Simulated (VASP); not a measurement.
Set up this calculation in VASP 6.6.1, as the native input.

| Quantity | Value |
| --- | --- |
| Task | single point |
| Functional | PBE |
| Dispersion | D3(BJ) |
| Potentials or basis | VASP PAW PBE potentials, release 64 (C) |
| Cutoff | 520 eV |
| k mesh | 15 × 15 × 15 |
| Occupations | gaussian, width 0.05 eV |
| Spin | no spin polarisation |
| Dipole correction | no |
| Further INCAR settings | ALGO = Normal; EDIFF = 1e-07; NBANDS = 11 |

The structure of C lies in POSCAR:

```
C
1.0
    1.2324809262      0.7115731945      3.3609366220
   -1.2324809262      0.7115731945      3.3609366220
    0.0000000000     -1.4231463891      3.3609366220
C
2
Direct
    0.1595689339      0.1595689339      0.1806489860
    0.8404310661      0.8404310661      0.8193510140
```

This cell differs from its parent crystal: mode 4 frozen in at +0.000 Å and mode 6 at -0.030 Å (largest displacements).

One way to write it, as run:

INCAR

```
SYSTEM = C
  PREC = Accurate
  ENCUT = 520
  EDIFF = 1E-7
  ISMEAR = 0
  SIGMA = 0.05
  LREAL = .FALSE.
  LASPH = .TRUE.
  NELM = 60
  ALGO = Normal
  ISIF = 2
  LWAVE = .FALSE.
  LCHARG = .TRUE.
  GGA = PE
  IVDW = 12
  LELF = .TRUE.
  LVHAR = .TRUE.
  NBANDS = 11
```

KPOINTS

```
Automatic mesh
0
G
  15 15 15
  0 0 0
```

Potentials or basis: VASP PAW PBE potentials, release 64 (C).

Command:

```sh
$ cat potpaw_PBE.64/C/POTCAR > POTCAR
$ mpirun -np 1 vasp_std > vasp.out
```

It gave:

- Pressure: 2.2 GPa
- Largest force: 3.450 eV/Å
- Band gap on the k mesh: 0.22 eV, direct
- Dispersion energy per atom: -0.156 eV

Caveat: the cell differs from its parent crystal (mode 4 frozen in at +0.000 Å and mode 6 at -0.030 Å (largest displacements)); forces of over 1 eV/Å act on the atoms, so gaps and moduli don't describe the material at rest.

Run time: 5.2 min on 1 thread of AMD EPYC 9R45 (Zen 5) (shared host), peak memory 0.24 GiB.
